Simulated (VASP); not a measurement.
Sb:

```
CELL_PARAMETERS angstrom
0.00000 4.79494 4.79494
4.79494 0.00000 4.79494
4.79494 4.79494 0.00000
ATOMIC_POSITIONS crystal
Sb 0.16667 0.16667 0.83333
Sb 0.83333 0.83333 0.16667
Sb 0.16667 0.83333 0.16667
Sb 0.83333 0.16667 0.83333
Sb 0.83333 0.16667 0.16667
Sb 0.16667 0.83333 0.83333
```

- Program: VASP 6.6.1
- Task: relaxation of cell and atoms
- Functional: PBE
- Potentials or basis: VASP PAW PBE potentials, release 64 (Sb)
- Cutoff: 600 eV
- k mesh: 4 × 4 × 4
- Occupations: gaussian, width 0.1 eV
- Spin: no spin polarisation

At the start: pressure 82.7 GPa; volume 36.75 Å³/atom.

Question: Where does the relaxation end?

Answer: Over 30 steps the energy falls by 6516.3 meV/atom and the volume is 32.07 Å³/atom (-12.7 %); space group Pm-3m (No. 221, to 0.05 Å).

Step by step:
| step | energy change (eV) | largest force (eV/Å) | pressure (GPa) | volume (Å³) |
| --- | --- | --- | --- | --- |
| 1 | 0.0000 | 36.0945 | 82.71 | 220.49 |
| 2 | -28.2153 | 2.4099 | -1.40 | 1548.82 |
| 3 | -28.1203 | 2.4011 | -1.43 | 1511.33 |
| 4 | -28.0156 | 2.3911 | -1.47 | 1468.80 |
| 5 | -28.4163 | 2.3233 | -3.39 | 659.46 |
| 6 | -31.2650 | 1.3148 | -6.38 | 400.76 |
| 7 | -34.8854 | 0.0007 | -8.03 | 301.71 |
| 8 | -37.1517 | 0.4175 | -7.14 | 258.98 |
| 9 | -38.0461 | 0.2648 | -5.33 | 239.22 |
| 10 | -38.3521 | 0.0934 | -3.94 | 229.72 |
| 11 | -38.4572 | 0.0296 | -3.08 | 225.07 |
| 12 | -38.4954 | 0.1077 | -2.60 | 222.77 |
| 13 | -38.5106 | 0.1518 | -2.34 | 221.63 |
| 14 | -38.5171 | 0.1754 | -2.22 | 221.06 |
| 15 | -38.5201 | 0.1874 | -2.15 | 220.77 |
| 16 | -38.5216 | 0.1934 | -2.12 | 220.63 |
| 17 | -38.5223 | 0.1965 | -2.10 | 220.56 |
| 18 | -38.5226 | 0.1981 | -2.10 | 220.52 |
| 19 | -38.5228 | 0.1988 | -2.09 | 220.50 |
| 20 | -38.6265 | 0.5433 | -0.13 | 208.49 |
| 21 | -38.6306 | 0.6289 | 0.40 | 205.77 |
| 22 | -38.7288 | 0.6251 | 0.54 | 201.13 |
| 23 | -38.9802 | 0.5471 | 2.07 | 187.63 |
| 24 | -37.2912 | 2.1046 | 15.74 | 162.46 |
| 25 | -38.9646 | 0.5597 | 2.51 | 186.18 |
| 26 | -39.0590 | 0.2601 | 1.41 | 188.54 |
| 27 | -39.0952 | 0.0137 | 0.52 | 191.07 |
| 28 | -39.0965 | 0.0169 | 0.39 | 191.56 |
| 29 | -39.0966 | 0.0314 | 0.33 | 191.79 |
| 30 | -39.0980 | 0.0147 | 0.15 | 192.44 |

Final structure:
```xyz
6
Lattice="0.0000 4.5823 4.5823 4.5823 0.0000 4.5823 4.5823 4.5823 0.0000" Properties=species:S:1:pos:R:3 pbc="T T T"
Sb    4.5823    4.5823    2.2940
Sb    4.5823    4.5823    6.8707
Sb    4.5823    2.2940    4.5823
Sb    4.5823    6.8707    4.5823
Sb    2.2940    4.5823    4.5823
Sb    6.8707    4.5823    4.5823
```
